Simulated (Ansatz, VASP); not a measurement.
**One calculation of Te, two programs**

```
CELL_PARAMETERS angstrom
4.10708 -2.30006 0.00000
4.10708 2.30006 0.00000
-0.12654 0.00000 3.95735
ATOMIC_POSITIONS crystal
Te 0.67600 0.67600 0.67500
Te 0.32400 0.32400 0.32500
Te 0.00000 0.00000 0.00000
```

Change from the starting cell: equal xx and yy strain of -3 %.

Alike in both runs: task single point; functional PBE; k mesh 8 × 8 × 8; occupations fermi-dirac, width 0.05 eV; no spin polarisation.

|  | VASP | Ansatz |
| --- | --- | --- |
| version | VASP 6.6.1 | Ansatz 0.2.0 |
| potentials or method | VASP PAW PBE potentials, release 64 (Te), cutoff 520 eV | all-electron LAPW, scalar-relativistic |

|  | VASP | Ansatz | Ansatz less VASP |
| --- | --- | --- | --- |
| pressure (GPa) | 16.9 | 16.9 | +0.03 |
| traceless stress, the component that is largest in VASP (GPa) | -2.55 | -2.51 | +0.046 |
| rms of the force components (eV/Å) | 0.342 | 0.338 | -0.0036 |

Atom by atom the forces differ by 0.004 eV/Å (rms over components). Ansatz ran all-electron here, and VASP with PAW potentials.

Neither program's run includes spin-orbit coupling.
